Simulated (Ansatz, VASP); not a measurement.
**One calculation of CdS, two programs**

```
Cd S
1.0
     4.13600    0.00000    0.00000
    -2.06800    3.58188    0.00000
     0.00000    0.00000    6.67272
Cd S
2 2
Direct
  0.33333 0.66667 0.99920
  0.66667 0.33333 0.49920
  0.33333 0.66667 0.37780
  0.66667 0.33333 0.87780
```

Alike in both runs: functional PBE; k mesh 8 × 8 × 5; occupations gaussian, width 0.05 eV; no spin polarisation.

Ansatz relaxed the structure, and its values are those at the end. VASP's run is a single point on that final structure, the one shown.

|  | VASP | Ansatz |
| --- | --- | --- |
| version | VASP 6.6.1 | Ansatz 0.2.0 |
| potentials or method | VASP PAW PBE potentials, release 64 (Cd, S) | scalar-relativistic, plane waves, PAW |
| plane-wave cutoff (eV) | 520 | 420 |
| valence electrons in the cell | 36 | 52 |

|  | VASP | Ansatz | Ansatz less VASP |
| --- | --- | --- | --- |
| pressure (GPa) | 3.5 | 3.1 | -0.37 |

The functional is the same, so the differences come from potentials, cutoffs and numerics. VASP's potentials hold 36 valence electrons a cell and Ansatz's 52, so a difference there can come from the potentials and not from the codes. Ansatz's warnings: stress scf threshold loose.
